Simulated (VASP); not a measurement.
A run of VASP 6.6.1:

POSCAR

```
Li2Se
1.0
    0.0000000000      3.0521690424      3.0521690424
    3.0521690424      0.0000000000      3.0521690424
    3.0521690424      3.0521690424      0.0000000000
Li Se
2 1
Direct
    0.2500000000      0.2500000000      0.2500000000
    0.7500000000      0.7500000000      0.7500000000
    0.0000000000      0.0000000000      0.0000000000
```

The input INCAR.step1:

```
PREC = Accurate
ENCUT = 830
ISMEAR = 0
SIGMA = 0.01
LREAL = False
LASPH = True
NELM = 120
NBANDS = 13
GGA = PE
ALGO = Normal
EDIFF = 1E-5
LWAVE = True
LCHARG = False
GGA_COMPAT = False
```

File INCAR.step2:

```
PREC = Accurate
ENCUT = 830
EDIFF = 1E-6
ISMEAR = 0
SIGMA = 0.01
LREAL = False
LASPH = True
NELM = 120
ALGO = Normal
ISIF = 2
LWAVE = False
LCHARG = True
METAGGA = R2SCAN
LMIXTAU = True
LELF = True
LVHAR = True
NBANDS = 13
ISTART = 1
GGA_COMPAT = False
```

The input KPOINTS:

```
Automatic mesh
0
Gamma
  6 6 6
```

Potentials or basis: VASP PAW PBE potentials, release 64 (Li_sv, Se).

Run with:

```bash
$ cat potpaw_PBE.64/Li_sv/POTCAR potpaw_PBE.64/Se/POTCAR > POTCAR
$ cp INCAR.step1 INCAR
$ mpirun -np 1 vasp_std > vasp.out
$ cp INCAR.step2 INCAR
$ mpirun -np 1 vasp_std > vasp.out
```

Hardware: 1 thread of Intel(R) Xeon(R) 6975P-C (Granite Rapids), with other jobs on the host.

Question: How long does it take, and how much memory?

Answer: Run time: 65 s on 1 thread of Intel(R) Xeon(R) 6975P-C (Granite Rapids) (shared host), peak memory 0.28 GiB. Counts: k points 16.
